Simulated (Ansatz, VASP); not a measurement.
## Two plane-wave programs on Be

```
Be
1.0
     1.13709   -1.96944    0.00000
    -3.37840   -1.95094   -0.00019
    -0.00037   -0.00020   -7.07468
Be
8
Direct
  0.49997 0.83172 0.62500
  0.49997 0.83166 0.12500
  0.99998 0.33172 0.62500
  0.99998 0.33167 0.12500
  0.99996 0.66831 0.87500
  0.00008 0.66830 0.37500
  0.49998 0.16831 0.87500
  0.50009 0.16830 0.37500
```

Change from the starting cell: structure listed in a database for this formula (P6_3/mmc, No. 194); cell x4, atoms moved at random (sigma 0.05 Å) and cell strained at random (1.5 %), then relaxed without symmetry.

Alike in both runs: functional PBEsol; k mesh 10 × 6 × 4; occupations gaussian, width 0.1 eV; no spin polarisation.

Ansatz relaxed the structure, and its values are those at the end. VASP's run is a single point on that final structure, the one shown.

|  | VASP | Ansatz |
| --- | --- | --- |
| version | VASP 6.6.1 | Ansatz 0.2.0 |
| potentials or method | VASP PAW PBE potentials, release 64 (Be), cutoff 520 eV | scalar-relativistic, plane waves, PAW |
| valence electrons in the cell | 16 | 16 |

Ansatz gave:

| Property | Result |
| --- | --- |
| gap on the k mesh at the Fermi level (eV) | none |
| pressure (GPa) | 0.0 |

Task: What did VASP give for the same quantities?

Result: gap on the k mesh at the Fermi level (eV): none; pressure (GPa): 0.4.

VASP's potentials were made for PBE, not for PBEsol. A gap of «none» marks a metal or a gap that the smearing closes. With one functional, cell and mesh, what is left measures potentials, basis and numerics.
